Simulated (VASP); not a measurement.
Set up this calculation in VASP 6.6.1, as the native input.

| Property | Result |
| --- | --- |
| Task | single point |
| Functional | RPBE |
| Potentials or basis | VASP PAW PBE potentials, release 64 (Ir) |
| Cutoff | 520 eV |
| k mesh | 11 × 11 × 11 |
| Occupations | fermi-dirac, width 0.1 eV |
| Spin | no spin polarisation |
| Dipole correction | no |
| Further INCAR settings | ALGO = Normal; EDIFF = 1e-06; NBANDS = 16 |

The structure of Ir lies in POSCAR:

```
Ir
1.0
    0.0000000000      2.8366279349      2.8366279349
    2.8366279349      0.0000000000      2.8366279349
    2.8366279349      2.8366279349      0.0000000000
Ir
2
Direct
    0.1250000000      0.1250000000      0.1250000000
    0.8750000000      0.8750000000      0.8750000000
```

This cell differs from its parent crystal: volume scaled by 1.04.

One way to write it, as run:

INCAR

```
SYSTEM = Ir
PREC = Accurate
ENCUT = 520
EDIFF = 1E-6
ISMEAR = -1
SIGMA = 0.1
LREAL = .False.
LASPH = .True.
NELM = 80
ALGO = Normal
ISIF = 2
LWAVE = .False.
LCHARG = .False.
GGA = RP
NBANDS = 16
```

KPOINTS

```
Automatic mesh
0
Gamma
  11 11 11
  0 0 0
```

Potentials or basis: VASP PAW PBE potentials, release 64 (Ir).

The run is started by

```bash
$ cat potpaw_PBE.64/Ir/POTCAR > POTCAR
$ mpirun -np 1 vasp_std > vasp.out
```

Results of the run:

* Pressure: -6.4 GPa
* Band gap on the k mesh: zero (band 9 reaches 5.49 eV, above the bottom of band 10 at 4.20 eV)

Caveat: the PAW data sets were made with another functional, which shifts forces and pressure a little; spin-orbit coupling is left out, which moves the levels of the heavy elements.

Run time: 23 s on 1 thread of Intel(R) Xeon(R) Platinum 8488C (Sapphire Rapids) (shared host), peak memory 0.19 GiB.
